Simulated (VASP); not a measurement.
# CuI (F-43m) in VASP: single point with PBEsol

Aim: the single point of CuI with PBEsol.

All numbers are computed with VASP 6.6.1; they aren't measurements. Logs are shortened: lines on timing, memory, paths and dates and some standing lists are left out, and cuts for length are marked.

## (1) The cell of the first run

Symmetry: F-43m, No. 216, cubic system. The conventional cell has a = 6.063 Å, b = 6.063 Å, c = 6.063 Å, α = 90.00°, β = 90.00°, γ = 90.00°. Cu (site symmetry -43m) has 4 I at 2.63 Å within 3.5 Å. I (site symmetry -43m) has 4 Cu at 2.63 Å within 3.5 Å.

## (2) Single point, PBEsol

File INCAR:

```
SYSTEM = CuI
PREC = Accurate
ENCUT = 600
EDIFF = 1E-6
ISMEAR = 0
SIGMA = 0.01
LREAL = .FALSE.
LASPH = .TRUE.
NELM = 120
ALGO = Normal
ISIF = 2
LWAVE = .FALSE.
LCHARG = .FALSE.
GGA = PS
NBANDS = 16
GGA_COMPAT = .FALSE.
```

File KPOINTS:

```
regular mesh
0
G
  6 6 6
  0 0 0
```

File POSCAR:

```
CuI
1.0
    4.2871880000      0.0000000000      0.0000000000
    2.1435940000      3.7128137188      0.0000000000
    2.1435940000      1.2376045729      3.5004743438
Cu I
1 1
Direct
    0.2500000000      0.2500000000      0.2500000000
    0.0000000000      0.0000000000      0.0000000000
```

Potentials or basis: VASP PAW PBE potentials, release 64 (Cu, I).

On the command line:

```bash
$ cat potpaw_PBE.64/Cu/POTCAR potpaw_PBE.64/I/POTCAR > POTCAR
$ mpirun -np 1 vasp_std > vasp.out
```

OUTCAR:

```text
SYSTEM = CuI
   PREC = Accurate
   ENCUT = 600
   EDIFF = 1E-6
   ISMEAR = 0
   LREAL = .FALSE.
   LASPH = .TRUE.
   NELM = 120
   ISIF = 2
   GGA = PS

 ion  position               nearest neighbor table
   1  0.250  0.250  0.250-   2 2.63   2 2.63   2 2.63   2 2.63
   2  0.000  0.000  0.000-   1 2.63   1 2.63   1 2.63   1 2.63

  LATTYP: Found a face centered cubic cell.
 ALAT       =     6.0629994140

  Lattice vectors:

 A1 = (   4.2871880000,   0.0000000000,   0.0000000000)
 A2 = (   2.1435940000,   3.7128137188,   0.0000000000)
 A3 = (   2.1435940000,   1.2376045729,   3.5004743438)

Analysis of symmetry for initial positions (statically):
=====================================================================
 Subroutine PRICEL returns:
 Original cell was already a primitive cell.

 Routine SETGRP: Setting up the symmetry group for a
 face centered cubic supercell.

 Subroutine GETGRP returns: Found 24 space group operations
 (whereof 24 operations were pure point group operations)
 out of a pool of 48 trial point group operations.

The static configuration has the point symmetry T_d .

Analysis of symmetry for dynamics (positions and initial velocities):
=====================================================================
 Subroutine PRICEL returns:
 Original cell was already a primitive cell.

 Routine SETGRP: Setting up the symmetry group for a
 face centered cubic supercell.

 Subroutine GETGRP returns: Found 24 space group operations
 (whereof 24 operations were pure point group operations)
 out of a pool of 48 trial point group operations.

The dynamic configuration has the point symmetry T_d .

 Subroutine INISYM returns: Found 24 space group operations
 (whereof 24 operations are pure point group operations),
 and found     1 'primitive' translations

----------------------------------------------------------------------------------------

                                     Primitive cell

  volume of cell :      55.7189

  direct lattice vectors                    reciprocal lattice vectors
     4.287188000  0.000000000  0.000000000     0.233253125 -0.134668755 -0.095225190
     2.143594000  3.712813719  0.000000000     0.000000000  0.269337509 -0.095225190
     2.143594000  1.237604573  3.500474344     0.000000000  0.000000000  0.285675569

  length of vectors
[... 71 lines left out ...]
   ENCUT  =  600.0 eV  44.10 Ry    6.64 a.u.   8.56  8.56  8.56*2*pi/ulx,y,z
   NELM   =    120;   NELMIN=  2; NELMDL= -5     # of ELM steps
   EDIFF  = 0.1E-05   stopping-criterion for ELM
   LREAL  =      F    real-space projection
   EDIFFG = 0.1E-04   stopping-criterion for IOM
   NSW    =      0    number of steps for IOM
   IBRION =     -1    ionic relax: 0-MD 1-quasi-New 2-CG
   NFREE  =      0    steps in history (QN), initial steepest desc. (CG)
   ISIF   =      2    stress and relaxation
   ISYM   =      2    0-nonsym 1-usesym 2-fastsym
   POTIM  = 0.5000    time-step for ionic-motion
   TEBEG  =    0.0;   TEEND  =   0.0 temperature during run
   PSTRESS=    0.0 pullay stress
   NELECT =      18.0000    total number of electrons
   NUPDOWN=      -1.0000    fix difference up-down
   EMIN   =  10.00;   EMAX   =-10.00  energy-range for DOS
   EFERMI =   0.00;   METHOD = LEGACY
   ISMEAR =     0;   SIGMA  =   0.01  broadening in eV -4-tet -1-fermi 0-gaus
   EFERMI_NEDOS =   21; number of points for ismear=-14 and -15
   IALGO  =     38    algorithm
   IMIX   =      4    mixing-type and parameters
     AMIX     =   0.40;   BMIX     =  1.00
     AMIX_MAG =   1.60;   BMIX_MAG =  1.00
  volume/ion in A,a.u.               =      27.86       188.00
  Fermi-wavevector in a.u.,A,eV,Ry     =   1.123306  2.122741 17.168059  1.261817
  Thomas-Fermi vector in A             =   2.259972
   LORBIT       =      0    0 simple, 1 ext, 2 COOP (PROOUT), +10 PAW based schemes
   GGA     = PS    functional components
   LHFCALC =     F    Hartree Fock is set to
   AEXX    =    0.0000 exact exchange contribution
   IVDW    =     0    specifies the selected vdW correction
   LEPSILON=     F    determine dielectric tensor
   LRPA    =     F    only Hartree local field effects (RPA)
 non-spin polarized calculation
 Gauss-broadening in eV      SIGMA  =   0.01
  energy-cutoff  :      600.00
  volume of cell :       55.72
 maximum number of plane-waves:      1874
 NGX is ok and might be reduce to    36
   NGX = 17   NGY = 17   NGZ = 17

 number of electron      18.0000006 magnetization

 Free energy of the ion-electron system (eV)
  ---------------------------------------------------
  ext. energy  EPLUGINS =         0.00000000
  ---------------------------------------------------
  free energy    TOTEN  =        -6.29200604 eV

  energy without entropy =       -6.29200604  energy(sigma->0) =       -6.29200604

 E-fermi :   4.3817     XC(G=0):  -9.1389

 val. band max:        4.2830955281   @ k =   0.0000   0.0000   0.0000
 cond. band min:       5.3118277682   @ k =   0.0000   0.0000   0.0000
 fundamental gap:      1.0287322401
 Fermi energy:         4.3816607165

 k-point     1 :       0.0000    0.0000    0.0000
  band No.  band energies     occupation
      1      -9.7425      2.00000
      2       0.6389      2.00000
      3       0.6389      2.00000
      4       0.6389      2.00000
      5       2.4078      2.00000
      6       2.4078      2.00000
[... 281 lines left out ...]
      3      -0.0018      2.00000
      4       0.4606      2.00000
      5       2.3600      2.00000
      6       2.3615      2.00000
[... 8 lines left out ...]
     15      15.7993      0.00000
     16      16.2401      0.00000

------------------------ aborting loop because EDIFF is reached ----------------------------------------

  FORCE on cell =-STRESS in cart. coord.  units (eV):
  Direction    XX          YY          ZZ          XY          YZ          ZX
  --------------------------------------------------------------------------------------
  -------------------------------------------------------------------------------------
  Total       -0.7372153     -0.7372153     -0.7372153      0.0000000      0.0000000      0.0000000
  in kB      -21.1983635    -21.1983635    -21.1983635      0.0000000      0.0000000      0.0000000
  external PRESSURE =     -21.1983635 kB  Pullay stress =       0.0000000 kB

 VOLUME and BASIS-vectors are now :
 -----------------------------------------------------------------------------
  energy-cutoff  :      600.00
  volume of cell :       55.72
      direct lattice vectors                 reciprocal lattice vectors
     4.287188000  0.000000000  0.000000000     0.233253125 -0.134668755 -0.095225190
     2.143594000  3.712813719  0.000000000     0.000000000  0.269337509 -0.095225190
     2.143594000  1.237604573  3.500474344     0.000000000  0.000000000  0.285675569

 POSITION                                       TOTAL-FORCE (eV/Angst)
 -----------------------------------------------------------------------------------
      2.14359      1.23760      0.87512        -0.000000      0.000000      0.000000
      0.00000      0.00000      0.00000         0.000000     -0.000000     -0.000000
 -----------------------------------------------------------------------------------
    total drift:                                0.000000      0.000000      0.000000

  FREE ENERGIE OF THE ION-ELECTRON SYSTEM (eV)
  ---------------------------------------------------
  free  energy   TOTEN  =        -6.2920060369 eV

  energy  without entropy=       -6.2920060369  energy(sigma->0) =       -6.29200604
```

OSZICAR:

```text
N       E                     dE             d eps       ncg     rms          rms(c)
DAV:   1     0.953139897023E+02    0.95314E+02   -0.81119E+03   512   0.133E+03
DAV:   2    -0.748127301808E-01   -0.95389E+02   -0.86500E+02   536   0.237E+02
DAV:   3    -0.639883912951E+01   -0.63240E+01   -0.62204E+01   696   0.643E+01
DAV:   4    -0.657837477819E+01   -0.17954E+00   -0.17941E+00   600   0.977E+00
DAV:   5    -0.658794714324E+01   -0.95724E-02   -0.95720E-02   808   0.258E+00    0.572E+00
DAV:   6    -0.650359954771E+01    0.84348E-01   -0.37353E+00   544   0.519E+01    0.375E+00
DAV:   7    -0.629430203065E+01    0.20930E+00   -0.86552E-01   552   0.318E+01    0.160E+00
DAV:   8    -0.629559461888E+01   -0.12926E-02   -0.55458E-02   784   0.409E+00    0.580E-01
DAV:   9    -0.629200037907E+01    0.35942E-02   -0.11767E-02   640   0.308E+00    0.225E-01
DAV:  10    -0.629207091289E+01   -0.70534E-04   -0.58360E-04   648   0.169E-01    0.169E-01
DAV:  11    -0.629199453644E+01    0.76376E-04   -0.36511E-04   624   0.604E-01    0.210E-02
DAV:  12    -0.629200642654E+01   -0.11890E-04   -0.89805E-05   816   0.126E-01    0.434E-02
DAV:  13    -0.629200603694E+01    0.38960E-06   -0.14565E-06   544   0.103E-02
   1 F= -.62920060E+01 E0= -.62920060E+01  d E =-.503443E-46
```

Wall time 20 s (1 thread of Intel Xeon Platinum 8375C at 2.90GHz (Ice Lake), shared host); peak memory 0.21 GiB.

Results:

| Quantity | Value |
| --- | --- |
| Free energy | -6.2920 eV |
| Pressure | -2.1 GPa |
| Band gap on the k mesh | 1.03 eV |

Levels at points of the mesh, in eV from the valence-band top:
```
           k point  band 7  band 8  band 9  band 10  band 11  band 12
(0.00, 0.00, 0.00)    0.00    0.00    0.00     1.03     4.83     4.83
(0.50, 0.00, 0.00)   -1.80   -0.72   -0.72     2.08     5.36     5.36
(0.50, 0.50, 0.00)   -1.79   -1.52   -1.52     2.60     2.85     9.08
```

Caveat: the PAW data sets were made with another functional, which shifts forces and pressure a little; spin-orbit coupling is left out, which moves the levels of the heavy elements. Expect the measured gap to be larger: semilocal functionals such as PBEsol lack the derivative discontinuity.
